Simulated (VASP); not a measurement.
# SiW3 (I4/mmm) in VASP: single point with PBEsol

Aim: the single point of SiW3 with PBEsol.

Everything below comes from runs of VASP 6.6.1. Logs are shortened: lines on timing, memory, paths and dates and some standing lists are left out, and cuts for length are marked.

## Step 1: The cell of the first run

It takes space group I4/mmm (No. 139, tetragonal). The conventional cell has a = 5.154 Å, b = 5.154 Å, c = 5.232 Å, α = 90.00°, β = 90.00°, γ = 90.00°. Si (site symmetry 4/mmm) has 6 W at 2.58 to 2.62 Å within 3.4 Å. W (site symmetry 4/mmm) has 4 W at 2.58 Å and 2 Si at 2.62 Å within 3.4 Å. W (site symmetry mmm) has 2 Si at 2.58 Å and 4 W at 2.58 to 2.62 Å within 3.4 Å.

## Step 2: Single point, PBEsol (strain +0.0150 x Voigt [0, 0, 1, 0, 0, 0])

INCAR reads:

```
SYSTEM = SiW3
  ALGO = Fast
  EDIFF = 1E-6
  ENCUT = 520
  GGA = PS
  ISIF = 2
  ISMEAR = 0
  LASPH = .TRUE.
  LCHARG = .FALSE.
  LREAL = .FALSE.
  LWAVE = .FALSE.
  NBANDS = 31
  NELM = 100
  PREC = Accurate
  SIGMA = 0.15
```

KPOINTS reads:

```
k-points
0
G
  14 14 14
  0 0 0
```

POSCAR reads:

```
SiW3
1.0
   -2.5771952861      2.5771952861      2.6158532154
    2.5771952861     -2.5771952861      2.6158532154
    2.5771952861      2.5771952861     -2.6158532154
Si W
1 3
Direct
    0.0000000000      0.0000000000      0.0000000000
    0.5000000000      0.5000000000      0.0000000000
    0.5000000000      0.0000000000      0.5000000000
    0.0000000000      0.5000000000      0.5000000000
```

Potentials or basis: VASP PAW PBE potentials, release 64 (Si, W_sv).

On the command line:

```console
$ cat potpaw_PBE.64/Si/POTCAR potpaw_PBE.64/W_sv/POTCAR > POTCAR
$ mpirun -np 1 vasp_std > vasp.out
```

OUTCAR:

```text
SYSTEM = SiW3
   EDIFF = 1E-6
   ENCUT = 520
   GGA = PS
   ISIF = 2
   ISMEAR = 0
   LASPH = .TRUE.
   LREAL = .FALSE.
   NELM = 100
   PREC = Accurate

 ion  position               nearest neighbor table
   1  0.000  0.000  0.000-   3 2.58   4 2.58   4 2.58   3 2.58   2 2.62   2 2.62
   2  0.500  0.500  0.000-   3 2.58   4 2.58   3 2.58   4 2.58   1 2.62   1 2.62
   3  0.500  0.000  0.500-   1 2.58   2 2.58   2 2.58   1 2.58   4 2.62   4 2.62
   4  0.000  0.500  0.500-   1 2.58   2 2.58   1 2.58   2 2.58   3 2.62   3 2.62

  LATTYP: Found a body centered tetragonal cell.
 ALAT       =     5.1543905722
 C/A-ratio  =     1.0150000000

  Lattice vectors:

 A1 = (  -2.5771952861,   2.5771952861,   2.6158532154)
 A2 = (   2.5771952861,  -2.5771952861,   2.6158532154)
 A3 = (   2.5771952861,   2.5771952861,  -2.6158532154)

Analysis of symmetry for initial positions (statically):
=====================================================================
 Subroutine PRICEL returns:
 Original cell was already a primitive cell.

 Routine SETGRP: Setting up the symmetry group for a
 body centered tetragonal supercell.

 Subroutine GETGRP returns: Found 16 space group operations
 (whereof 16 operations were pure point group operations)
 out of a pool of 16 trial point group operations.

The static configuration has the point symmetry D_4h.

Analysis of symmetry for dynamics (positions and initial velocities):
=====================================================================
 Subroutine PRICEL returns:
 Original cell was already a primitive cell.

 Routine SETGRP: Setting up the symmetry group for a
 body centered tetragonal supercell.

 Subroutine GETGRP returns: Found 16 space group operations
 (whereof 16 operations were pure point group operations)
 out of a pool of 16 trial point group operations.

The dynamic configuration has the point symmetry D_4h.

 Subroutine INISYM returns: Found 16 space group operations
 (whereof 16 operations are pure point group operations),
 and found     1 'primitive' translations

----------------------------------------------------------------------------------------

                                     Primitive cell

  volume of cell :      69.4973

  direct lattice vectors                    reciprocal lattice vectors
    -2.577195286  2.577195286  2.615853215     0.000000000  0.194009357  0.191142224
     2.577195286 -2.577195286  2.615853215     0.194009357  0.000000000  0.191142224
     2.577195286  2.577195286 -2.615853215     0.194009357  0.194009357  0.000000000

  length of vectors
     4.486263382  4.486263382  4.486263382     0.272350840  0.272350840  0.274370664

  position of ions in fractional coordinates (direct lattice)
     0.000000000  0.000000000  0.000000000
     0.500000000  0.500000000  0.000000000
     0.500000000  0.000000000  0.500000000
     0.000000000  0.500000000  0.500000000

  ion indices of the primitive-cell ions
   primitive index   ion index
                 1           1
                 2           2
                 3           3
                 4           4

----------------------------------------------------------------------------------------

 KPOINTS: k-points

Automatic generation of k-mesh.
 Grid dimensions read from file:
 generate k-points for:   14   14   14

 Generating k-lattice:

  Cartesian coordinates                     Fractional coordinates (reciprocal lattice)
     0.000000000  0.013857811  0.013653016     0.071428571  0.000000000  0.000000000
     0.013857811  0.000000000  0.013653016     0.000000000  0.071428571  0.000000000
     0.013857811  0.013857811  0.000000000     0.000000000  0.000000000  0.071428571

  Length of vectors
     0.019453631  0.019453631  0.019597905

  Shift w.r.t. Gamma in fractional coordinates (k-lattice)
     0.000000000  0.000000000  0.000000000

 Subroutine IBZKPT returns following result:
 ===========================================

 Found    244 irreducible k-points:

 Following reciprocal coordinates:
            Coordinates               Weight
  0.000000  0.000000  0.000000      1.000000
  0.071429  0.000000  0.000000      8.000000
  0.142857  0.000000 -0.000000      8.000000
  0.214286  0.000000 -0.000000      8.000000
  0.285714  0.000000 -0.000000      8.000000
  0.357143  0.000000 -0.000000      8.000000
[... 16 lines left out ...]
  0.214286  0.142857 -0.000000     16.000000
  0.285714  0.142857 -0.000000     16.000000
 [... further k-points ...]
   k-points           NKPTS =    244   k-points in BZ     NKDIM =    244   number of bands    NBANDS=     31
   number of dos      NEDOS =    301   number of ions     NIONS =      4
   total plane-waves  NPLWV =  46656
   dimension x,y,z NGX =    36 NGY =   36 NGZ =   36
   dimension x,y,z NGXF=    72 NGYF=   72 NGZF=   72
   ions per type =               1   3
   NGX,Y,Z   is equivalent  to a cutoff of  13.34, 13.34, 13.34 a.u.
   NGXF,Y,Z  is equivalent  to a cutoff of  26.68, 26.68, 26.68 a.u.
 SYSTEM =  SiW3
   PREC   = accura    normal or accurate (medium, high low for compatibility)
   ISTART =      0    job   : 0-new  1-cont  2-samecut
   ICHARG =      2    charge: 1-file 2-atom 10-const
   ISPIN  =      1    spin polarized calculation?
   LNONCOLLINEAR =      F non collinear calculations
   LSORBIT =      F    spin-orbit coupling
   LASPH  =      T    aspherical Exc in radial PAW
   ENCUT  =  520.0 eV  38.22 Ry    6.18 a.u.   8.34  8.34  8.34*2*pi/ulx,y,z
   NELM   =    100;   NELMIN=  2; NELMDL= -5     # of ELM steps
   EDIFF  = 0.1E-05   stopping-criterion for ELM
   LREAL  =      F    real-space projection
[... 7 lines left out ...]
   TEBEG  =    0.0;   TEEND  =   0.0 temperature during run
   PSTRESS=    0.0 pullay stress
   NELECT =      46.0000    total number of electrons
   NUPDOWN=      -1.0000    fix difference up-down
   EMIN   =  10.00;   EMAX   =-10.00  energy-range for DOS
   EFERMI =   0.00;   METHOD = LEGACY
   ISMEAR =     0;   SIGMA  =   0.15  broadening in eV -4-tet -1-fermi 0-gaus
   EFERMI_NEDOS =   21; number of points for ismear=-14 and -15
   IALGO  =     68    algorithm
   IMIX   =      4    mixing-type and parameters
     AMIX     =   0.40;   BMIX     =  1.00
     AMIX_MAG =   1.60;   BMIX_MAG =  1.00
  volume/ion in A,a.u.               =      17.37       117.25
  Fermi-wavevector in a.u.,A,eV,Ry     =   1.426718  2.696106 27.694984  2.035524
  Thomas-Fermi vector in A             =   2.546965
   LORBIT       =      0    0 simple, 1 ext, 2 COOP (PROOUT), +10 PAW based schemes
   GGA     = PS    functional components
   LHFCALC =     F    Hartree Fock is set to
   AEXX    =    0.0000 exact exchange contribution
   IVDW    =     0    specifies the selected vdW correction
   LEPSILON=     F    determine dielectric tensor
   LRPA    =     F    only Hartree local field effects (RPA)
 non-spin polarized calculation
 RMM-DIIS sequential band-by-band and
 Gauss-broadening in eV      SIGMA  =   0.15
  energy-cutoff  :      520.00
  volume of cell :       69.50
 maximum number of plane-waves:      1898
 NGX is ok and might be reduce to    36
   NGX = 17   NGY = 17   NGZ = 17

 number of electron      46.0000009 magnetization

 Free energy of the ion-electron system (eV)
  ---------------------------------------------------
  ext. energy  EPLUGINS =         0.00000000
  ---------------------------------------------------
  free energy    TOTEN  =       -41.69269095 eV

  energy without entropy =      -41.63887736  energy(sigma->0) =      -41.66578416

 E-fermi :   9.1489     XC(G=0): -12.4608

 val. band max:        9.1447699079   @ k =   0.4286   0.0714  -0.0000
 cond. band min:       9.1499371550   @ k =   0.4286   0.0000  -0.0000
 fundamental gap:      0.0051672471
 Fermi energy:         9.1488833993

 k-point     1 :       0.0000    0.0000    0.0000
  band No.  band energies     occupation
      1     -64.8069      2.00000
      2     -64.6375      2.00000
      3     -64.6232      2.00000
      4     -29.6414      2.00000
      5     -29.6414      2.00000
      6     -29.5468      2.00000
[... 23 lines left out ...]
     30      13.0360      0.00000
     31      14.5567      0.00000

 k-point     2 :       0.0714    0.0000    0.0000
  band No.  band energies     occupation
      1     -64.8050      2.00000
      2     -64.6389      2.00000
      3     -64.6237      2.00000
      4     -29.6417      2.00000
      5     -29.6245      2.00000
      6     -29.5319      2.00000
[... 23 lines left out ...]
     30      12.9364      0.00000
     31      14.3357      0.00000

 k-point     3 :       0.1429    0.0000   -0.0000
  band No.  band energies     occupation
      1     -64.7993      2.00000
      2     -64.6433      2.00000
      3     -64.6250      2.00000
      4     -29.6424      2.00000
      5     -29.5747      2.00000
      6     -29.4877      2.00000
[... 23 lines left out ...]
     30      12.7414      0.00000
     31      13.8248      0.00000

 k-point     4 :       0.2143    0.0000   -0.0000
  band No.  band energies     occupation
      1     -64.7905      2.00000
      2     -64.6512      2.00000
      3     -64.6261      2.00000
      4     -29.6435      2.00000
      5     -29.4943      2.00000
      6     -29.4162      2.00000
[... 23 lines left out ...]
     30      12.5617      0.00000
     31      13.1842      0.00000

 k-point     5 :       0.2857    0.0000   -0.0000
  band No.  band energies     occupation
      1     -64.7791      2.00000
      2     -64.6620      2.00000
      3     -64.6269      2.00000
      4     -29.6447      2.00000
      5     -29.3872      2.00000
      6     -29.3210      2.00000
[... 23 lines left out ...]
     30      12.4124      0.00000
     31      12.5411      0.00000
[... 542 lines left out ...]
     30      12.8683      0.00000
     31      14.4548      0.00000

 k-point    22 :       0.1429    0.1429   -0.0000
  band No.  band energies     occupation
      1     -64.7859      2.00000
      2     -64.6571      2.00000
      3     -64.6248      2.00000
      4     -29.5791      2.00000
      5     -29.5757      2.00000
      6     -29.3182      2.00000
[... 23 lines left out ...]
     30      12.6266      0.00000
     31      13.1108      0.00000

 k-point    23 :       0.2143    0.1429   -0.0000
  band No.  band energies     occupation
      1     -64.7749      2.00000
      2     -64.6673      2.00000
      3     -64.6258      2.00000
      4     -29.5789      2.00000
      5     -29.4980      2.00000
      6     -29.2011      2.00000
[... 23 lines left out ...]
     30      12.4823      0.00000
     31      13.5024      0.00000

 k-point    24 :       0.2857    0.1429   -0.0000
  band No.  band energies     occupation
      1     -64.7624      2.00000
      2     -64.6789      2.00000
      3     -64.6269      2.00000
      4     -29.5802      2.00000
      5     -29.3926      2.00000
      6     -29.0782      2.00000
[... 23 lines left out ...]
     30      12.5539      0.00000
     31      13.0092      0.00000

 [... further k-points ...]

------------------------ aborting loop because EDIFF is reached ----------------------------------------

  FORCE on cell =-STRESS in cart. coord.  units (eV):
  Direction    XX          YY          ZZ          XY          YZ          ZX
  --------------------------------------------------------------------------------------
  -------------------------------------------------------------------------------------
  Total       -0.3296800     -0.3296800     -2.4359191      0.0000000     -0.0000000      0.0000000
  in kB       -7.6003786     -7.6003786    -56.1571967      0.0000000     -0.0000000      0.0000000
  external PRESSURE =     -23.7859847 kB  Pullay stress =       0.0000000 kB

 VOLUME and BASIS-vectors are now :
 -----------------------------------------------------------------------------
  energy-cutoff  :      520.00
  volume of cell :       69.50
      direct lattice vectors                 reciprocal lattice vectors
    -2.577195286  2.577195286  2.615853215     0.000000000  0.194009357  0.191142224
     2.577195286 -2.577195286  2.615853215     0.194009357  0.000000000  0.191142224
     2.577195286  2.577195286 -2.615853215     0.194009357  0.194009357  0.000000000

 POSITION                                       TOTAL-FORCE (eV/Angst)
 -----------------------------------------------------------------------------------
      0.00000      0.00000      0.00000         0.000000      0.000000     -0.000000
      0.00000      0.00000      2.61585        -0.000000     -0.000000      0.000000
      0.00000      2.57720      0.00000         0.000000      0.000000     -0.000000
      2.57720      0.00000      0.00000         0.000000      0.000000     -0.000000
 -----------------------------------------------------------------------------------
    total drift:                                0.000000      0.000000     -0.000000

  FREE ENERGIE OF THE ION-ELECTRON SYSTEM (eV)
  ---------------------------------------------------
  free  energy   TOTEN  =       -41.6926909469 eV

  energy  without entropy=      -41.6388773645  energy(sigma->0) =      -41.66578416
```

Run time: 4.5 min. Hardware: 1 thread of Intel Xeon 6975P-C (Granite Rapids), shared host; peak memory 0.51 GiB.

What came out:

- Free energy: -41.6927 eV
- Pressure: -2.4 GPa
- Band gap on the k mesh: zero (bands 23 and 24 overlap by 1.73 eV)

Stress tensor (GPa, compression positive):
```
-0.76  0.00  0.00
 0.00 -0.76  0.00
 0.00  0.00 -5.62
```

Levels at points of the mesh, in eV from the Fermi level:
| k point | band 21 | band 22 | band 23 | band 24 | band 25 | band 26 |
| --- | --- | --- | --- | --- | --- | --- |
| (0.00, 0.00, 0.00) | -0.30 | -0.30 | 0.42 | 0.44 | 1.95 | 1.95 |
| (0.50, 0.00, 0.00) | -1.06 | -0.44 | -0.41 | -0.37 | -0.24 | 0.73 |
| (0.50, 0.50, 0.00) | -1.06 | -0.48 | -0.46 | -0.34 | -0.20 | 0.83 |
| (0.50, 0.50, 0.50) | -2.72 | -2.72 | -0.01 | 0.02 | 1.10 | 1.10 |

Caveat: the cell differs from its parent crystal (strain +0.0150 x Voigt [0, 0, 1, 0, 0, 0]); the PAW data sets were made with another functional, which shifts forces and pressure a little; spin-orbit coupling is left out, which moves the levels of the heavy elements.
